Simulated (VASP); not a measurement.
Runs of VASP 6.6.1 on K. The structure is that of space group R-3m (No. 166), or close to it. The cells are those of the table. 

| cell | further INCAR settings | gap on the mesh (eV) | pressure (GPa) |
| --- | --- | --- | --- |
| a = 4.179 Å, angles 95.9°, 1 atom | ALGO = Fast; EDIFF = 1e-06; NBANDS = 10 | none | 0.2 |
| a = 5.182 Å, angles 115.8°, 1 atom | ALGO = Fast; EDIFF = 1e-06; NBANDS = 10 | none | (a) |
| a = 4.611 Å, angles 110.7°, 1 atom | ALGO = Fast; EDIFF = 1e-06; NBANDS = 10 | none | 0.0 |
| a = 4.370 Å, angles 105.7°, 1 atom | ALGO = Fast; EDIFF = 1e-06; NBANDS = 10 | none | 0.0 |
| a = 4.713 Å, angles 112.1°, 1 atom | ALGO = Fast; EDIFF = 1e-07; NBANDS = 10 | none | 0.0 |
| a = 4.941 Å, angles 114.3°, 1 atom | ALGO = Fast; EDIFF = 1e-07; NBANDS = 10 | none | 0.2 |
| a = 5.470 Å, angles 117.0°, 1 atom | ALGO = Fast; EDIFF = 1e-07; NBANDS = 10 | none | 1.5 |
| a = 4.260 Å, angles 101.6°, 1 atom | ALGO = Fast; EDIFF = 1e-07; NBANDS = 10 | none | 0.1 |

Alike in all rows: task single point; level PBEsol; potentials or basis VASP PAW PBE potentials, release 64 (K_sv); no spin polarisation; k mesh 14 × 14 × 14; cutoff (eV) 520; smearing gaussian 0.15 eV.

**Question.** Estimate the missing entries.

**Answer.** (a) 0.6.

Caveats: the PAW data sets were made with another functional, which shifts forces and pressure a little.

A gap of «none» marks levels without a gap at the run's occupations.
